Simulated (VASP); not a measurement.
Set up this calculation in VASP 6.6.1, as the native input.

| Property | Result |
| --- | --- |
| Task | single point |
| Functional | PBE |
| Potentials or basis | VASP PAW PBE potentials, release 64 (Mg, H) |
| Cutoff | 520 eV |
| k mesh | 4 × 4 × 2 |
| Occupations | gaussian, width 0.1 eV |
| Spin | no spin polarisation |
| Dipole correction | no |
| Further INCAR settings | ALGO = Normal; EDIFF = 1e-07; NBANDS = 20 |

The structure of MgH2 lies in POSCAR:

```
MgH2
1.0
    4.5170125583      0.0000000000      0.0000000000
    0.0000000000      4.5170125583      0.0000000000
    0.0000000000      0.0000000000      6.0257350852
Mg H
4 8
Direct
    0.5000000000      0.5000000000      0.2500000000
    0.5000000000      0.5000000000      0.7500000000
    0.0000000000      1.0000000000      0.5000000000
    0.0000000000      0.0000000000      0.0000000000
    0.6956845851      0.6956845851      0.0000000000
    0.6956845851      0.6956845851      0.5000000000
    0.8043154149      0.1956845851      0.2500000000
    0.8043154149      0.1956845851      0.7500000000
    0.3043154149      0.3043154149      0.5000000000
    0.3043154149      0.3043154149      0.0000000000
    0.1956845851      0.8043154149      0.2500000000
    0.1956845851      0.8043154149      0.7500000000
```

The input as run:

INCAR

```
ALGO = Normal ; EDIFF = 1E-7
ENCUT = 520 ; GGA = PE
ISIF = 2 ; ISMEAR = 0
LASPH = True ; LCHARG = False
LREAL = False ; LWAVE = False
NBANDS = 20 ; NELM = 60
PREC = Accurate ; SIGMA = 0.1
```

KPOINTS

```
k-points
0
Gamma
  4 4 2
```

Potentials or basis: VASP PAW PBE potentials, release 64 (Mg, H).

Run with:

```sh
$ cat potpaw_PBE.64/Mg/POTCAR potpaw_PBE.64/H/POTCAR > POTCAR
$ mpirun -np 1 vasp_std > vasp.out
```

Results of the run:

| Item | Value |
| --- | --- |
| Pressure | -0.3 GPa |
| Largest force | 0.006 eV/Å |
| Band gap on the k mesh | 3.88 eV |

Caveat: the k points lie up to 0.52 Å⁻¹ apart.

It took 14 s on 1 thread of Intel(R) Xeon(R) 6975P-C (Granite Rapids), with other jobs on the host, peak memory 0.24 GiB.
